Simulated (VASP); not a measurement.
# AlP (F-43m) in VASP: notebook

AlP is run at these levels: PBE; tasks: single point.

Everything below comes from runs of VASP 6.6.1. Logs are shortened: lines on timing, memory, paths and dates and some standing lists are left out, and cuts for length are marked.

## 1. The cell of the first run

Symmetry: F-43m, No. 216, cubic system. Conventional cell: a = 5.568 Å, b = 5.568 Å, c = 5.568 Å, α = 90.00°, β = 90.00°, γ = 90.00°. Al (site symmetry -43m) has 4 P at 2.41 Å within 3.2 Å. P (site symmetry -43m) has 4 Al at 2.41 Å within 3.2 Å.

## 2. Single point, PBE (volume changed by +5%)

INCAR reads:

```
PREC = Accurate
ENCUT = 500
EDIFF = 1E-6
ISMEAR = 0
SIGMA = 0.01
LREAL = False
LASPH = True
NELM = 120
ALGO = Normal
ISIF = 2
LWAVE = False
LCHARG = False
GGA = PE
NBANDS = 11
GGA_COMPAT = False
```

KPOINTS reads:

```
Automatic mesh
0
Gamma
  6 6 6
```

POSCAR reads:

```
AlP
1.0
    0.0000000000      2.7841746894      2.7841746894
    2.7841746894      0.0000000000      2.7841746894
    2.7841746894      2.7841746894      0.0000000000
Al P
1 1
Direct
    0.0000000000      0.0000000000      0.0000000000
    0.2500000000      0.2500000000      0.2500000000
```

Potentials or basis: VASP PAW PBE potentials, release 64 (Al, P).

Command:

```
$ cat potpaw_PBE.64/Al/POTCAR potpaw_PBE.64/P/POTCAR > POTCAR
$ mpirun -np 1 vasp_std > vasp.out
```

OUTCAR:

```text
PREC = Accurate
   ENCUT = 500
   EDIFF = 1E-6
   ISMEAR = 0
   LREAL = False
   LASPH = True
   NELM = 120
   ISIF = 2
   GGA = PE

 ion  position               nearest neighbor table
   1  0.000  0.000  0.000-   2 2.41   2 2.41   2 2.41   2 2.41
   2  0.250  0.250  0.250-   1 2.41   1 2.41   1 2.41   1 2.41

  LATTYP: Found a face centered cubic cell.
 ALAT       =     5.5683493788

  Lattice vectors:

 A1 = (   0.0000000000,   2.7841746894,   2.7841746894)
 A2 = (   2.7841746894,   0.0000000000,   2.7841746894)
 A3 = (   2.7841746894,   2.7841746894,   0.0000000000)

Analysis of symmetry for initial positions (statically):
=====================================================================
 Subroutine PRICEL returns:
 Original cell was already a primitive cell.

 Routine SETGRP: Setting up the symmetry group for a
 face centered cubic supercell.

 Subroutine GETGRP returns: Found 24 space group operations
 (whereof 24 operations were pure point group operations)
 out of a pool of 48 trial point group operations.

The static configuration has the point symmetry T_d .

Analysis of symmetry for dynamics (positions and initial velocities):
=====================================================================
 Subroutine PRICEL returns:
 Original cell was already a primitive cell.

 Routine SETGRP: Setting up the symmetry group for a
 face centered cubic supercell.

 Subroutine GETGRP returns: Found 24 space group operations
 (whereof 24 operations were pure point group operations)
 out of a pool of 48 trial point group operations.

The dynamic configuration has the point symmetry T_d .

 Subroutine INISYM returns: Found 24 space group operations
 (whereof 24 operations are pure point group operations),
 and found     1 'primitive' translations

----------------------------------------------------------------------------------------

                                     Primitive cell

  volume of cell :      43.1638

  direct lattice vectors                    reciprocal lattice vectors
     0.000000000  2.784174689  2.784174689    -0.179586433  0.179586433  0.179586433
     2.784174689  0.000000000  2.784174689     0.179586433 -0.179586433  0.179586433
     2.784174689  2.784174689  0.000000000     0.179586433  0.179586433 -0.179586433

  length of vectors
     3.937417606  3.937417606  3.937417606     0.311052825  0.311052825  0.311052825

  position of ions in fractional coordinates (direct lattice)
     0.000000000  0.000000000  0.000000000
     0.250000000  0.250000000  0.250000000

  ion indices of the primitive-cell ions
   primitive index   ion index
                 1           1
                 2           2

----------------------------------------------------------------------------------------

 KPOINTS: Automatic mesh

Automatic generation of k-mesh.
 Grid dimensions read from file:
 generate k-points for:    6    6    6

 Generating k-lattice:

  Cartesian coordinates                     Fractional coordinates (reciprocal lattice)
    -0.029931072  0.029931072  0.029931072     0.166666667  0.000000000  0.000000000
     0.029931072 -0.029931072  0.029931072     0.000000000  0.166666667  0.000000000
     0.029931072  0.029931072 -0.029931072     0.000000000  0.000000000  0.166666667

  Length of vectors
     0.051842138  0.051842138  0.051842138

  Shift w.r.t. Gamma in fractional coordinates (k-lattice)
     0.000000000  0.000000000  0.000000000

 Subroutine IBZKPT returns following result:
 ===========================================

 Found     16 irreducible k-points:

 Following reciprocal coordinates:
            Coordinates               Weight
  0.000000  0.000000  0.000000      1.000000
  0.166667  0.000000  0.000000      8.000000
  0.333333  0.000000  0.000000      8.000000
  0.500000  0.000000  0.000000      4.000000
  0.166667  0.166667  0.000000      6.000000
  0.333333  0.166667  0.000000     24.000000
[... 8 lines left out ...]
 -0.333333  0.333333  0.166667     24.000000
 -0.333333  0.500000  0.166667     12.000000
   k-points           NKPTS =     16   k-points in BZ     NKDIM =     16   number of bands    NBANDS=     11
   number of dos      NEDOS =    301   number of ions     NIONS =      2
   total plane-waves  NPLWV =  27000
   dimension x,y,z NGX =    30 NGY =   30 NGZ =   30
   dimension x,y,z NGXF=    60 NGYF=   60 NGZF=   60
   ions per type =               1   1
   NGX,Y,Z   is equivalent  to a cutoff of  12.67, 12.67, 12.67 a.u.
   NGXF,Y,Z  is equivalent  to a cutoff of  25.33, 25.33, 25.33 a.u.
 SYSTEM =  unknown system
   PREC   = accura    normal or accurate (medium, high low for compatibility)
   ISTART =      0    job   : 0-new  1-cont  2-samecut
   ICHARG =      2    charge: 1-file 2-atom 10-const
   ISPIN  =      1    spin polarized calculation?
   LNONCOLLINEAR =      F non collinear calculations
   LSORBIT =      F    spin-orbit coupling
   LASPH  =      T    aspherical Exc in radial PAW
   ENCUT  =  500.0 eV  36.75 Ry    6.06 a.u.   7.18  7.18  7.18*2*pi/ulx,y,z
   NELM   =    120;   NELMIN=  2; NELMDL= -5     # of ELM steps
   EDIFF  = 0.1E-05   stopping-criterion for ELM
   LREAL  =      F    real-space projection
   EDIFFG = 0.1E-04   stopping-criterion for IOM
   NSW    =      0    number of steps for IOM
   IBRION =     -1    ionic relax: 0-MD 1-quasi-New 2-CG
   NFREE  =      0    steps in history (QN), initial steepest desc. (CG)
   ISIF   =      2    stress and relaxation
   ISYM   =      2    0-nonsym 1-usesym 2-fastsym
   POTIM  = 0.5000    time-step for ionic-motion
   TEBEG  =    0.0;   TEEND  =   0.0 temperature during run
   PSTRESS=    0.0 pullay stress
   NELECT =       8.0000    total number of electrons
   NUPDOWN=      -1.0000    fix difference up-down
   EMIN   =  10.00;   EMAX   =-10.00  energy-range for DOS
   EFERMI =   0.00;   METHOD = LEGACY
   ISMEAR =     0;   SIGMA  =   0.01  broadening in eV -4-tet -1-fermi 0-gaus
   EFERMI_NEDOS =   21; number of points for ismear=-14 and -15
   IALGO  =     38    algorithm
   IMIX   =      4    mixing-type and parameters
     AMIX     =   0.40;   BMIX     =  1.00
     AMIX_MAG =   1.60;   BMIX_MAG =  1.00
  volume/ion in A,a.u.               =      21.58       145.64
  Fermi-wavevector in a.u.,A,eV,Ry     =   0.933394  1.763859 11.853728  0.871224
  Thomas-Fermi vector in A             =   2.060091
   LORBIT       =      0    0 simple, 1 ext, 2 COOP (PROOUT), +10 PAW based schemes
   GGA     = PE    functional components
   LHFCALC =     F    Hartree Fock is set to
   AEXX    =    0.0000 exact exchange contribution
   IVDW    =     0    specifies the selected vdW correction
   LEPSILON=     F    determine dielectric tensor
   LRPA    =     F    only Hartree local field effects (RPA)
 non-spin polarized calculation
 Gauss-broadening in eV      SIGMA  =   0.01
  energy-cutoff  :      500.00
  volume of cell :       43.16
 maximum number of plane-waves:      1113
 NGX is ok and might be reduce to    30
   NGX = 15   NGY = 15   NGZ = 15

 number of electron       8.0000001 magnetization

 Free energy of the ion-electron system (eV)
  ---------------------------------------------------
  ext. energy  EPLUGINS =         0.00000000
  ---------------------------------------------------
  free energy    TOTEN  =       -10.35761564 eV

  energy without entropy =      -10.35761564  energy(sigma->0) =      -10.35761564

 E-fermi :   4.1022     XC(G=0):  -8.9796

 val. band max:        4.0594752643   @ k =   0.0000   0.0000   0.0000
 cond. band min:       5.7467087388   @ k =   0.5000   0.5000   0.0000
 fundamental gap:      1.6872334745
 Fermi energy:         4.1021618016

 k-point     1 :       0.0000    0.0000    0.0000
  band No.  band energies     occupation
      1      -7.1184      2.00000
      2       4.0595      2.00000
      3       4.0595      2.00000
      4       4.0595      2.00000
      5       6.8659      0.00000
      6       8.5343      0.00000
      7       8.5343      0.00000
      8       8.5343      0.00000
      9      12.8228      0.00000
     10      12.8228      0.00000
     11      13.9461      0.00000

 k-point     2 :       0.1667    0.0000    0.0000
  band No.  band energies     occupation
      1      -6.8358      2.00000
      2       2.2274      2.00000
      3       3.8297      2.00000
      4       3.8297      2.00000
      5       7.3890      0.00000
      6       8.9486      0.00000
      7       8.9486      0.00000
      8       9.4189      0.00000
      9      12.2087      0.00000
     10      12.2087      0.00000
     11      14.6438      0.00000

 k-point     3 :       0.3333    0.0000    0.0000
  band No.  band energies     occupation
      1      -6.1079      2.00000
      2      -0.1101      2.00000
      3       3.4744      2.00000
      4       3.4744      2.00000
      5       6.8835      0.00000
      6       9.0500      0.00000
      7       9.0500      0.00000
      8      11.6704      0.00000
      9      13.0587      0.00000
     10      13.0587      0.00000
     11      14.0809      0.00000

 k-point     4 :       0.5000    0.0000    0.0000
  band No.  band energies     occupation
      1      -5.5802      2.00000
      2      -1.2161      2.00000
      3       3.3301      2.00000
      4       3.3301      2.00000
      5       6.6519      0.00000
      6       8.8554      0.00000
      7       8.8554      0.00000
      8      12.1632      0.00000
      9      15.3997      0.00000
     10      15.3997      0.00000
     11      15.4101      0.00000

 k-point     5 :       0.1667    0.1667    0.0000
  band No.  band energies     occupation
      1      -6.7404      2.00000
      2       2.3527      2.00000
      3       3.3616      2.00000
      4       3.3616      2.00000
      5       7.5974      0.00000
      6       8.3754      0.00000
      7       9.7629      0.00000
      8       9.7629      0.00000
      9      11.0804      0.00000
     10      13.3278      0.00000
     11      15.6798      0.00000
[... 99 lines left out ...]
 k-point    13 :       0.5000    0.5000    0.0000
  band No.  band energies     occupation
      1      -4.9754      2.00000
      2      -1.0569      2.00000
      3       2.0749      2.00000
      4       2.0749      2.00000
      5       5.7467      0.00000
      6       6.5372      0.00000
      7      14.6248      0.00000
      8      14.6248      0.00000
      9      15.4827      0.00000
     10      15.9195      0.00000
     11      15.9195      0.00000

 k-point    14 :       0.5000    0.3333    0.1667
  band No.  band energies     occupation
      1      -5.5357      2.00000
      2      -0.2358      2.00000
      3       1.5487      2.00000
      4       2.5677      2.00000
      5       7.8869      0.00000
      6       8.7627      0.00000
      7       9.4121      0.00000
      8      12.0235      0.00000
      9      13.1272      0.00000
     10      15.1809      0.00000
     11      17.0034      0.00000

 k-point    15 :      -0.3333    0.3333    0.1667
  band No.  band energies     occupation
      1      -5.1259      2.00000
      2      -0.7542      2.00000
      3       1.1178      2.00000
      4       2.2062      2.00000
      5       8.0815      0.00000
      6       8.8915      0.00000
      7      10.7072      0.00000
      8      11.5739      0.00000
      9      12.6238      0.00000
     10      15.6361      0.00000
     11      16.5640      0.00000

 k-point    16 :      -0.3333    0.5000    0.1667
  band No.  band energies     occupation
      1      -4.9448      2.00000
      2      -0.8201      2.00000
      3       1.3392      2.00000
      4       1.5683      2.00000
      5       7.3925      0.00000
      6       8.2780      0.00000
      7      11.4753      0.00000
      8      11.8146      0.00000
      9      14.8515      0.00000
     10      15.6915      0.00000
     11      16.8842      0.00000

------------------------ aborting loop because EDIFF is reached ----------------------------------------

  FORCE on cell =-STRESS in cart. coord.  units (eV):
  Direction    XX          YY          ZZ          XY          YZ          ZX
  --------------------------------------------------------------------------------------
  -------------------------------------------------------------------------------------
  Total       -0.6975671     -0.6975671     -0.6975671      0.0000000     -0.0000000      0.0000000
  in kB      -25.8926879    -25.8926879    -25.8926879      0.0000000     -0.0000000      0.0000000
  external PRESSURE =     -25.8926879 kB  Pullay stress =       0.0000000 kB

 VOLUME and BASIS-vectors are now :
 -----------------------------------------------------------------------------
  energy-cutoff  :      500.00
  volume of cell :       43.16
      direct lattice vectors                 reciprocal lattice vectors
     0.000000000  2.784174689  2.784174689    -0.179586433  0.179586433  0.179586433
     2.784174689  0.000000000  2.784174689     0.179586433 -0.179586433  0.179586433
     2.784174689  2.784174689  0.000000000     0.179586433  0.179586433 -0.179586433

 POSITION                                       TOTAL-FORCE (eV/Angst)
 -----------------------------------------------------------------------------------
      0.00000      0.00000      0.00000        -0.000000     -0.000000      0.000000
      1.39209      1.39209      1.39209         0.000000      0.000000     -0.000000
 -----------------------------------------------------------------------------------
    total drift:                               -0.000000     -0.000000     -0.000000

  FREE ENERGIE OF THE ION-ELECTRON SYSTEM (eV)
  ---------------------------------------------------
  free  energy   TOTEN  =       -10.3576156441 eV

  energy  without entropy=      -10.3576156441  energy(sigma->0) =      -10.35761564
```

It used 11 s of CPU time on 1 thread of AMD EPYC 7R13 Processor (Zen 3) (shared host).

What came out:

* Free energy: -10.3576 eV
* Pressure: -2.6 GPa
* Band gap on the k mesh: 1.69 eV, indirect (least direct gap 2.81 eV)

## 3. Single point, PBE (volume changed by +10%)

INCAR reads:

```
PREC = Accurate ; ENCUT = 500
EDIFF = 1E-6 ; ISMEAR = 0
SIGMA = 0.01 ; LREAL = False
LASPH = True ; NELM = 120
ALGO = Normal ; ISIF = 2
LWAVE = False ; LCHARG = False
GGA = PE ; NBANDS = 11
GGA_COMPAT = False
```

KPOINTS reads:

```
regular mesh
0
Gamma
  6 6 6
```

POSCAR reads:

```
AlP
1.0
    0.0000000000      2.8276844467      2.8276844467
    2.8276844467      0.0000000000      2.8276844467
    2.8276844467      2.8276844467      0.0000000000
Al P
1 1
Direct
    0.0000000000      0.0000000000      0.0000000000
    0.2500000000      0.2500000000      0.2500000000
```

Potentials or basis: VASP PAW PBE potentials, release 64 (Al, P).

Command:

```
$ cat potpaw_PBE.64/Al/POTCAR potpaw_PBE.64/P/POTCAR > POTCAR
$ mpirun -np 1 vasp_std > vasp.out
```

OUTCAR:

```text
PREC = Accurate
   ENCUT = 500
   EDIFF = 1E-6
   ISMEAR = 0
   LREAL = False
   LASPH = True
   NELM = 120
   ISIF = 2
   GGA = PE

 ion  position               nearest neighbor table
   1  0.000  0.000  0.000-   2 2.45   2 2.45   2 2.45   2 2.45
   2  0.250  0.250  0.250-   1 2.45   1 2.45   1 2.45   1 2.45

  LATTYP: Found a face centered cubic cell.
 ALAT       =     5.6553688934

  Lattice vectors:

 A1 = (   0.0000000000,   2.8276844467,   2.8276844467)
 A2 = (   2.8276844467,   0.0000000000,   2.8276844467)
 A3 = (   2.8276844467,   2.8276844467,   0.0000000000)

Analysis of symmetry for initial positions (statically):
=====================================================================
 Subroutine PRICEL returns:
 Original cell was already a primitive cell.

 Routine SETGRP: Setting up the symmetry group for a
 face centered cubic supercell.

 Subroutine GETGRP returns: Found 24 space group operations
 (whereof 24 operations were pure point group operations)
 out of a pool of 48 trial point group operations.

The static configuration has the point symmetry T_d .

[... 161 lines left out ...]
      1      -7.2685      2.00000
      2       3.6653      2.00000
      3       3.6653      2.00000
      4       3.6653      2.00000
      5       6.0888      0.00000
      6       8.0718      0.00000
      7       8.0718      0.00000
      8       8.0718      0.00000
      9      12.3712      0.00000
     10      12.3712      0.00000
     11      13.2507      0.00000
[... 197 lines left out ...]
 k-point    16 :      -0.3333    0.5000    0.1667
  band No.  band energies     occupation
      1      -5.2495      2.00000
      2      -1.0927      2.00000
      3       1.0864      2.00000
      4       1.3054      2.00000
      5       7.0061      0.00000
      6       7.7986      0.00000
      7      10.8871      0.00000
      8      11.2278      0.00000
      9      14.0979      0.00000
     10      15.0441      0.00000
     11      16.1514      0.00000

------------------------ aborting loop because EDIFF is reached ----------------------------------------

  FORCE on cell =-STRESS in cart. coord.  units (eV):
  Direction    XX          YY          ZZ          XY          YZ          ZX
  --------------------------------------------------------------------------------------
  -------------------------------------------------------------------------------------
  Total       -1.5827009     -1.5827009     -1.5827009      0.0000000      0.0000000      0.0000000
  in kB      -56.0772366    -56.0772366    -56.0772366      0.0000000      0.0000000      0.0000000
  external PRESSURE =     -56.0772366 kB  Pullay stress =       0.0000000 kB

 VOLUME and BASIS-vectors are now :
 -----------------------------------------------------------------------------
  energy-cutoff  :      500.00
  volume of cell :       45.22
      direct lattice vectors                 reciprocal lattice vectors
     0.000000000  2.827684447  2.827684447    -0.176823125  0.176823125  0.176823125
     2.827684447  0.000000000  2.827684447     0.176823125 -0.176823125  0.176823125
     2.827684447  2.827684447  0.000000000     0.176823125  0.176823125 -0.176823125

 POSITION                                       TOTAL-FORCE (eV/Angst)
 -----------------------------------------------------------------------------------
      0.00000      0.00000      0.00000        -0.000000     -0.000000     -0.000000
      1.41384      1.41384      1.41384         0.000000      0.000000      0.000000
 -----------------------------------------------------------------------------------
    total drift:                               -0.000000     -0.000000     -0.000000

  FREE ENERGIE OF THE ION-ELECTRON SYSTEM (eV)
  ---------------------------------------------------
  free  energy   TOTEN  =       -10.3044003549 eV

  energy  without entropy=      -10.3044003549  energy(sigma->0) =      -10.30440035
```

stdout:

```text
POSCAR found type information on POSCAR AlP
 POSCAR found :  2 types and       2 ions
 scaLAPACK will be used
 LDA part: xc-table for (Slater+PW92), standard interpolation
 POSCAR, INCAR and KPOINTS ok, starting setup
 FFT: planning ... GRIDC
 FFT: planning ... GRID_SOFT
 FFT: planning ... GRID
 WAVECAR not read
 entering main loop
```

It used 12 s of CPU time on 1 thread of AMD EPYC 7R13 Processor (Zen 3), with other jobs on the host.

Results:

* Free energy: -10.3044 eV
* Pressure: -5.6 GPa
* Band gap on the k mesh: 1.77 eV, indirect (least direct gap 2.42 eV)

Levels at points of the mesh, in eV from the valence-band top:
```csv
k point,band 1,band 2,band 3,band 4,band 5,band 6,band 7,band 8
"(0.00, 0.00, 0.00)",-10.93,0.00,0.00,0.00,2.42,4.41,4.41,4.41
"(0.50, 0.00, 0.00)",-9.50,-5.09,-0.70,-0.70,2.42,4.77,4.77,7.96
"(0.50, 0.50, 0.00)",-8.94,-4.97,-1.89,-1.89,1.77,2.48,10.17,10.17
```

 A k mesh can miss the band edges.
